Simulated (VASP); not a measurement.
Set up this calculation in VASP 6.6.1, as the native input.

```yaml
Task: relaxation of cell and atoms
Functional: PBE
Potentials_or_basis: VASP PAW PBE potentials, release 64 (Li_sv, Re)
Cutoff: 600 eV
k_mesh: 12 × 12 × 12
Occupations: gaussian, width 0.1 eV
Spin: no spin polarisation
Dipole_correction: no
Further_INCAR_settings: ALGO = Normal; EDIFF = 1e-06; IBRION = 2; EDIFFG = -0.01; NSW = 100; ISIF = 3
```

The structure of LiRe3 lies in POSCAR:

```
LiRe3
1.0
    3.8330181290      0.0000000000      0.0000000000
    0.0000000000      3.8330181290      0.0000000000
    0.0000000000      0.0000000000      3.8330181290
Li Re
1 3
Direct
    0.0000000000      0.0000000000      0.0000000000
    0.0000000000      0.5000000000      0.5000000000
    0.5000000000      0.0000000000      0.5000000000
    0.5000000000      0.5000000000      0.0000000000
```

The input as run:

INCAR

```
SYSTEM = LiRe3
PREC = Accurate ; ENCUT = 600
EDIFF = 1E-6 ; ISMEAR = 0
SIGMA = 0.1 ; LREAL = .False.
LASPH = .True. ; NELM = 100
ALGO = Normal ; ISIF = 3
LWAVE = .False. ; LCHARG = .False.
GGA = PE ; IBRION = 2
NSW = 100 ; EDIFFG = -0.01
```

KPOINTS

```
regular mesh
0
Gamma
  12 12 12
  0 0 0
```

Potentials or basis: VASP PAW PBE potentials, release 64 (Li_sv, Re).

The run is started by

```console
$ cat potpaw_PBE.64/Li_sv/POTCAR potpaw_PBE.64/Re/POTCAR > POTCAR
$ mpirun -np 1 vasp_std > vasp.out
```

It gave:

```yaml
Relaxed_volume: 14.09 Å³/atom
Relaxed_cell: a = 3.834 Å, b = 3.834 Å, c = 3.834 Å, α = 90.00°, β = 90.00°, γ = 90.00°
Space_group_after_relaxing_to_0.1_Å: Pm-3m (No. 221)
Energy_gained_by_relaxing: 0.0 meV/atom
Ionic_steps: 3
Pressure_after_relaxing: 0.0 GPa
Band_gap_on_the_k_mesh: zero (bands 12 and 13 overlap by 3.20 eV)
```

Caveat: the cutoff is under 1.25 times the usual one of these potentials, so pressure, stress and relaxed cells hold a basis-set (Pulay) error; spin-orbit coupling is left out, which moves the levels of the heavy elements.

Wall time 2.5 min on 1 thread of Intel(R) Xeon(R) Platinum 8259CL CPU @ 2.50GHz (Skylake/Cascade Lake) (shared host), peak memory 0.24 GiB.
